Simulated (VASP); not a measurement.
# Cd (Fm-3m) in VASP: settings compared

The runs below take Cd through relaxation of cell and atoms, with PBE+D3(BJ), r2SCAN+D4.

All numbers are computed with VASP 6.6.1; they aren't measurements. Logs are shortened: lines on timing, memory, paths and dates and some standing lists are left out, and cuts for length are marked.

### Step 1. The cell of the first run

It takes space group Fm-3m (No. 225, cubic). The conventional cell has a = 4.436 Å, b = 4.436 Å, c = 4.436 Å, α = 90.00°, β = 90.00°, γ = 90.00°. Cd (site symmetry m-3m) has 12 Cd at 3.14 Å within 4.1 Å.

### Step 2. Relaxation of cell and atoms, PBE+D3(BJ)

The input, INCAR:

```
PREC = Accurate
ENCUT = 600
EDIFF = 1E-7
ISMEAR = 1
SIGMA = 0.1
LREAL = F
LASPH = T
NELM = 100
ALGO = Normal
ISIF = 3
LWAVE = F
LCHARG = F
GGA = PE
IVDW = 12
IBRION = 2
NSW = 80
EDIFFG = -0.01
```

The input, KPOINTS:

```
Automatic mesh
0
Gamma
  10 10 10
```

The input, POSCAR:

```
Cd
1.0
    0.0000000000      2.2181500000      2.2181500000
    2.2181500000      0.0000000000      2.2181500000
    2.2181500000      2.2181500000      0.0000000000
Cd
1
Direct
    0.0000000000      0.0000000000      0.0000000000
```

Potentials or basis: VASP PAW PBE potentials, release 64 (Cd).

The run is started by

```console
cat potpaw_PBE.64/Cd/POTCAR > POTCAR
mpirun -np 1 vasp_std > vasp.out
```

OUTCAR:

```text
PREC = Accurate
   ENCUT = 600
   EDIFF = 1E-7
   ISMEAR = 1
   LREAL = F
   LASPH = T
   NELM = 100
   ISIF = 3
   GGA = PE
   IVDW = 12
   IBRION = 2
   NSW = 80
   EDIFFG = -0.01
 IVDW          = 12

 ion  position               nearest neighbor table
   1  0.000  0.000  0.000-

  LATTYP: Found a face centered cubic cell.
 ALAT       =     4.4363000000

  Lattice vectors:

 A1 = (   0.0000000000,   2.2181500000,   2.2181500000)
 A2 = (   2.2181500000,   0.0000000000,   2.2181500000)
 A3 = (   2.2181500000,   2.2181500000,   0.0000000000)

Analysis of symmetry for initial positions (statically):
=====================================================================
 Subroutine PRICEL returns:
 Original cell was already a primitive cell.

 Routine SETGRP: Setting up the symmetry group for a
 face centered cubic supercell.

 Subroutine GETGRP returns: Found 48 space group operations
 (whereof 48 operations were pure point group operations)
 out of a pool of 48 trial point group operations.

The static configuration has the point symmetry O_h .

Analysis of symmetry for dynamics (positions and initial velocities):
=====================================================================
 Subroutine PRICEL returns:
 Original cell was already a primitive cell.

 Routine SETGRP: Setting up the symmetry group for a
 face centered cubic supercell.

 Subroutine GETGRP returns: Found 48 space group operations
 (whereof 48 operations were pure point group operations)
 out of a pool of 48 trial point group operations.

The dynamic configuration has the point symmetry O_h .

 Subroutine INISYM returns: Found 48 space group operations
 (whereof 48 operations are pure point group operations),
 and found     1 'primitive' translations

----------------------------------------------------------------------------------------

                                     Primitive cell

  volume of cell :      21.8274

  direct lattice vectors                    reciprocal lattice vectors
     0.000000000  2.218150000  2.218150000    -0.225413069  0.225413069  0.225413069
     2.218150000  0.000000000  2.218150000     0.225413069 -0.225413069  0.225413069
     2.218150000  2.218150000  0.000000000     0.225413069  0.225413069 -0.225413069

  length of vectors
     3.136937813  3.136937813  3.136937813     0.390426889  0.390426889  0.390426889

  position of ions in fractional coordinates (direct lattice)
     0.000000000  0.000000000  0.000000000

  ion indices of the primitive-cell ions
   primitive index   ion index
                 1           1

----------------------------------------------------------------------------------------

 KPOINTS: Automatic mesh

Automatic generation of k-mesh.
 Grid dimensions read from file:
 generate k-points for:   10   10   10

 Generating k-lattice:

  Cartesian coordinates                     Fractional coordinates (reciprocal lattice)
    -0.022541307  0.022541307  0.022541307     0.100000000  0.000000000  0.000000000
     0.022541307 -0.022541307  0.022541307     0.000000000  0.100000000  0.000000000
     0.022541307  0.022541307 -0.022541307     0.000000000  0.000000000  0.100000000

  Length of vectors
     0.039042689  0.039042689  0.039042689

  Shift w.r.t. Gamma in fractional coordinates (k-lattice)
     0.000000000  0.000000000  0.000000000

 Subroutine IBZKPT returns following result:
 ===========================================

 Found     47 irreducible k-points:

[... 49 lines left out ...]
   IBRION =      2    ionic relax: 0-MD 1-quasi-New 2-CG
   NFREE  =      1    steps in history (QN), initial steepest desc. (CG)
   ISIF   =      3    stress and relaxation
   ISYM   =      2    0-nonsym 1-usesym 2-fastsym
   POTIM  = 0.5000    time-step for ionic-motion
   TEBEG  =    0.0;   TEEND  =   0.0 temperature during run
   PSTRESS=    0.0 pullay stress
   NELECT =      12.0000    total number of electrons
   NUPDOWN=      -1.0000    fix difference up-down
   EMIN   =  10.00;   EMAX   =-10.00  energy-range for DOS
   EFERMI =   0.00;   METHOD = LEGACY
   ISMEAR =     1;   SIGMA  =   0.10  broadening in eV -4-tet -1-fermi 0-gaus
   EFERMI_NEDOS =   21; number of points for ismear=-14 and -15
   IALGO  =     38    algorithm
   IMIX   =      4    mixing-type and parameters
     AMIX     =   0.40;   BMIX     =  1.00
     AMIX_MAG =   1.60;   BMIX_MAG =  1.00
  volume/ion in A,a.u.               =      21.83       147.30
  Fermi-wavevector in a.u.,A,eV,Ry     =   1.341120  2.534349 24.471481  1.798603
  Thomas-Fermi vector in A             =   2.469379
   LORBIT       =      0    0 simple, 1 ext, 2 COOP (PROOUT), +10 PAW based schemes
   GGA     = PE    functional components
   LHFCALC =     F    Hartree Fock is set to
   AEXX    =    0.0000 exact exchange contribution
   IVDW    =    12    specifies the selected vdW correction
   LEPSILON=     F    determine dielectric tensor
   LRPA    =     F    only Hartree local field effects (RPA)
 conjugate gradient relaxation of ions
 non-spin polarized calculation
 Methfessel and Paxton  Order N= 1 SIGMA  =   0.10
  energy-cutoff  :      600.00
  volume of cell :       21.83
 maximum number of plane-waves:       745
 NGX is ok and might be reduce to    28
   NGX = 13   NGY = 13   NGZ = 13

--------------------------------------- Ionic step        1  -------------------------------------------

 number of electron      12.0000002 magnetization

 Free energy of the ion-electron system (eV)
  ---------------------------------------------------
  ext. energy  EPLUGINS =         0.00000000
  ---------------------------------------------------
  free energy    TOTEN  =        -0.73057693 eV

  energy without entropy =       -0.73110603  energy(sigma->0) =       -0.73075330

------------------------ aborting loop because EDIFF is reached ----------------------------------------

 Edisp (eV)   -0.43807

 E8    (eV) :    -0.1943

  FORCE on cell =-STRESS in cart. coord.  units (eV):
  Direction    XX          YY          ZZ          XY          YZ          ZX
  --------------------------------------------------------------------------------------
  -------------------------------------------------------------------------------------
  Total      -0.08934    -0.08934    -0.08934     0.00000     0.00000     0.00000
  in kB      -6.55752    -6.55752    -6.55752     0.00000     0.00000     0.00000
  external pressure =       -6.56 kB  Pullay stress =        0.00 kB

 VOLUME and BASIS-vectors are now :
 -----------------------------------------------------------------------------
  energy-cutoff  :      600.00
  volume of cell :       21.83
      direct lattice vectors                 reciprocal lattice vectors
     0.000000000  2.218150000  2.218150000    -0.225413069  0.225413069  0.225413069
     2.218150000  0.000000000  2.218150000     0.225413069 -0.225413069  0.225413069
     2.218150000  2.218150000  0.000000000     0.225413069  0.225413069 -0.225413069

 POSITION                                       TOTAL-FORCE (eV/Angst)
 -----------------------------------------------------------------------------------
      0.00000      0.00000      0.00000         0.000000      0.000000      0.000000
 -----------------------------------------------------------------------------------
    total drift:                               -0.000000     -0.000000     -0.000000

  FREE ENERGIE OF THE ION-ELECTRON SYSTEM (eV)
  ---------------------------------------------------
  free  energy   TOTEN  =        -1.1686476478 eV

  energy  without entropy=       -1.1691767474  energy(sigma->0) =       -1.16882401

--------------------------------------- Ionic step        2  -------------------------------------------

 number of electron      12.0000001 magnetization

 Free energy of the ion-electron system (eV)
  ---------------------------------------------------
  ext. energy  EPLUGINS =         0.00000000
  ---------------------------------------------------
  free energy    TOTEN  =        -0.72539126 eV

  energy without entropy =       -0.72579127  energy(sigma->0) =       -0.72552460

 E-fermi :   3.0894     XC(G=0): -11.0538

 val. band max:        3.0462738212   @ k =  -0.4000   0.3000   0.0000
 cond. band min:       3.1511312077   @ k =  -0.4000   0.4000   0.0000
 fundamental gap:      0.1048573864
 Fermi energy:         3.0893920498

 k-point     1 :       0.0000    0.0000    0.0000
  band No.  band energies     occupation
      1      -6.2364      2.00000
      2      -6.2364      2.00000
      3      -6.2364      2.00000
      4      -5.9512      2.00000
      5      -5.7705      2.00000
      6      -5.7705      2.00000
      7      16.8768      0.00000
      8      18.0179      0.00000
      9      18.0179      0.00000
     10      18.0179      0.00000
[... 287 lines left out ...]
 k-point    24 :       0.4000    0.3000    0.0000
  band No.  band energies     occupation
      1      -6.7227      2.00000
      2      -6.5542      2.00000
      3      -5.6337      2.00000
      4      -5.6003      2.00000
      5      -5.4093      2.00000
      6      -1.2235      2.00000
      7       8.8264      0.00000
      8       9.6856      0.00000
      9      11.0686      0.00000
     10      14.4589      0.00000

 [... further k-points ...]

------------------------ aborting loop because EDIFF is reached ----------------------------------------

 Edisp (eV)   -0.44383

 E8    (eV) :    -0.1968

  FORCE on cell =-STRESS in cart. coord.  units (eV):
  Direction    XX          YY          ZZ          XY          YZ          ZX
  --------------------------------------------------------------------------------------
  -------------------------------------------------------------------------------------
  Total       0.00130     0.00130     0.00130    -0.00000    -0.00000     0.00000
  in kB       0.09684     0.09684     0.09684    -0.00000    -0.00000     0.00000
  external pressure =        0.10 kB  Pullay stress =        0.00 kB

 VOLUME and BASIS-vectors are now :
 -----------------------------------------------------------------------------
  energy-cutoff  :      600.00
  volume of cell :       21.55
      direct lattice vectors                 reciprocal lattice vectors
     0.000000000  2.208590089  2.208590089    -0.226388773  0.226388773  0.226388773
     2.208590089  0.000000000  2.208590089     0.226388773 -0.226388773  0.226388773
     2.208590089  2.208590089  0.000000000     0.226388773  0.226388773 -0.226388773

 POSITION                                       TOTAL-FORCE (eV/Angst)
 -----------------------------------------------------------------------------------
      2.20859      2.20859      0.00000         0.000000      0.000000     -0.000000
 -----------------------------------------------------------------------------------
    total drift:                                0.000000      0.000000     -0.000000

  FREE ENERGIE OF THE ION-ELECTRON SYSTEM (eV)
  ---------------------------------------------------
  free  energy   TOTEN  =        -1.1692260966 eV

  energy  without entropy=       -1.1696261042  energy(sigma->0) =       -1.16935943

 reached required accuracy - stopping structural energy minimisation
```

It took 9.3 s on 1 thread of Intel Xeon 6975P-C (Granite Rapids), shared host; peak memory 0.17 GiB.

What came out:

```
Free energy                            : -1.1692 eV
Relaxed volume                         : 21.55 Å³/atom
Relaxed cell                           : a = 3.123 Å, b = 3.123 Å, c = 3.123 Å, α = 60.00°, β = 60.00°, γ = 60.00°
Space group after relaxing (to 0.05 Å) : Fm-3m (No. 225)
Energy gained by relaxing              : 0.6 meV/atom
Ionic steps                            : 2
Pressure after relaxing                : 0.0 GPa
Band gap on the k mesh                 : zero (band 6 reaches 4.07 eV, above the bottom of band 7 at 1.63 eV)
Dispersion energy per atom             : -0.444 eV
```

The path:
| step | energy change (eV) | largest force (eV/Å) | pressure (GPa) | volume (Å³) |
| --- | --- | --- | --- | --- |
| 1 | 0.0000 | 0.0000 | -0.66 | 21.83 |
| 2 | -0.0006 | 0.0000 | 0.01 | 21.55 |

Final structure:
```yaml
crystal:
  lattice:
    - [0.00000, 2.20859, 2.20859]
    - [2.20859, 0.00000, 2.20859]
    - [2.20859, 2.20859, 0.00000]
  atoms:
    - { symbol: Cd, position: [0.00000, 0.00000, 0.00000] }
```

Levels at points of the mesh, in eV from the Fermi level:
```
           k point  band 2  band 3  band 4  band 5  band 6  band 7  band 8  band 9  band 10
(0.00, 0.00, 0.00)   -9.33   -9.33   -9.04   -8.86   -8.86   13.79   14.93   14.93    14.93
(0.50, 0.00, 0.00)   -9.32   -9.32   -8.48   -8.48   -2.53   -1.46   12.51   12.51    12.89
(0.50, 0.50, 0.00)   -9.91   -8.50   -8.38   -8.38   -0.99    1.28    6.68    6.68    10.99
```

Caveat: pairwise dispersion overbinds metals, which lowers pressure and volume.

### Step 3. Relaxation of cell and atoms, r2SCAN+D4

POSCAR is that of step 2.

The input, INCAR.step1:

```
ALGO = Normal ; EDIFF = 1E-4
ENCUT = 600 ; GGA = PE
ISMEAR = 1 ; LASPH = True
LCHARG = False ; LREAL = False
LWAVE = True ; NELM = 80
PREC = Accurate ; SIGMA = 0.1
```

The input, INCAR.step2:

```
ALGO = Normal ; EDIFF = 1E-6
EDIFFG = -0.01 ; ENCUT = 600
IBRION = 2 ; ISIF = 3
ISMEAR = 1 ; ISTART = 1
IVDW = 13 ; LASPH = True
LCHARG = False ; LMIXTAU = True
LREAL = False ; LWAVE = False
METAGGA = R2SCAN ; NELM = 80
NSW = 80 ; PREC = Accurate
SIGMA = 0.1 ; VDW_A1 = 0.51559235
VDW_A2 = 5.77342911 ; VDW_S6 = 1.0
VDW_S8 = 0.6018749
```

The input, KPOINTS:

```
k-points
0
Gamma
  10 10 10
```

Potentials or basis: VASP PAW PBE potentials, release 64 (Cd).

The run is started by

```console
cat potpaw_PBE.64/Cd/POTCAR > POTCAR
cp INCAR.step1 INCAR
mpirun -np 1 vasp_std > vasp.out
cp INCAR.step2 INCAR
mpirun -np 1 vasp_std > vasp.out
```

Run time: 45 s. Hardware: 1 thread of Intel Xeon 6975P-C (Granite Rapids), shared host; peak memory 0.17 GiB.

Results (log left out):

```yaml
Free_energy: -20.2158 eV
Relaxed_volume: 21.46 Å³/atom
Relaxed_cell: a = 3.119 Å, b = 3.119 Å, c = 3.119 Å, α = 60.00°, β = 60.00°, γ = 60.00°
Space_group_after_relaxing_to_0.05_Å: Fm-3m (No. 225)
Energy_gained_by_relaxing: 1.1 meV/atom
Ionic_steps: 2
Pressure_after_relaxing: 0.0 GPa
Band_gap_on_the_k_mesh: zero (band 6 reaches 4.06 eV, above the bottom of band 7 at 1.62 eV)
Dispersion_energy_per_atom: -0.142 eV
```

Step by step:
| step | energy change (eV) | largest force (eV/Å) | pressure (GPa) | volume (Å³) |
| --- | --- | --- | --- | --- |
| 1 | 0.0000 | 0.0000 | -0.85 | 21.83 |
| 2 | -0.0011 | 0.0000 | -0.03 | 21.46 |

Final structure:
```cif
data_structure
_symmetry_space_group_name_H-M 'P 1'
_symmetry_Int_Tables_number 1
_cell_length_a 3.1194
_cell_length_b 3.1194
_cell_length_c 3.1194
_cell_angle_alpha 60.000
_cell_angle_beta 60.000
_cell_angle_gamma 60.000
_cell_volume 21.46
loop_
_atom_site_label
_atom_site_type_symbol
_atom_site_fract_x
_atom_site_fract_y
_atom_site_fract_z
_atom_site_occupancy
Cd1 Cd 0.00000 0.00000 0.00000 1
```

Levels at points of the mesh, in eV from the Fermi level:
```
           k point  band 4  band 5  band 6  band 7  band 8  band 9
(0.00, 0.00, 0.00)   -9.45   -9.33   -9.33   14.30   15.71   15.71
(0.50, 0.00, 0.00)   -8.94   -8.94   -2.67   -1.49   13.19   13.19
(0.50, 0.50, 0.00)   -8.83   -8.83   -1.12    1.45    7.04    7.04
```

Caveat: the PAW data sets were made with another functional, which shifts forces and pressure a little; pairwise dispersion overbinds metals, which lowers pressure and volume.
